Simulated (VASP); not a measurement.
A run of VASP 6.6.1:

File INCAR:

```
SYSTEM = Be4Os
ALGO = Fast
EDIFF = 1E-6
ENCUT = 520
GGA = PE
ISIF = 2
ISMEAR = 0
LASPH = .TRUE.
LCHARG = .FALSE.
LREAL = .FALSE.
LWAVE = .FALSE.
NBANDS = 16
NELM = 60
PREC = Accurate
SIGMA = 0.1
```

File KPOINTS:

```
k-points
0
G
  6 6 6
  0 0 0
```

POSCAR

```
Be4Os
1.0
   -2.7840103996      2.7840103996      1.5442140497
    2.7840103996     -2.7840103996      1.5442140497
    2.7840103996      2.7840103996     -1.5442140497
Be Os
4 1
Direct
    0.7952168435      0.3900100042      0.1852268478
    0.3900100042      0.2047831565      0.5947931607
    0.6099899958      0.7952168435      0.4052068393
    0.2047831565      0.6099899958      0.8147731522
    0.0000000000      0.0000000000      0.0000000000
```

Potentials or basis: VASP PAW PBE potentials, release 64 (Be, Os).

The run is started by

```sh
$ cat potpaw_PBE.64/Be/POTCAR potpaw_PBE.64/Os/POTCAR > POTCAR
$ mpirun -np 1 vasp_std > vasp.out
```

Hardware: 1 thread of AMD EPYC 9R45 (Zen 5) (shared host).

Q: How long does it take, and how much memory?

A: Wall time 33 s on 1 thread of AMD EPYC 9R45 (Zen 5), with other jobs on the host, peak memory 0.15 GiB. Counts: scf iterations 14, k points 36.
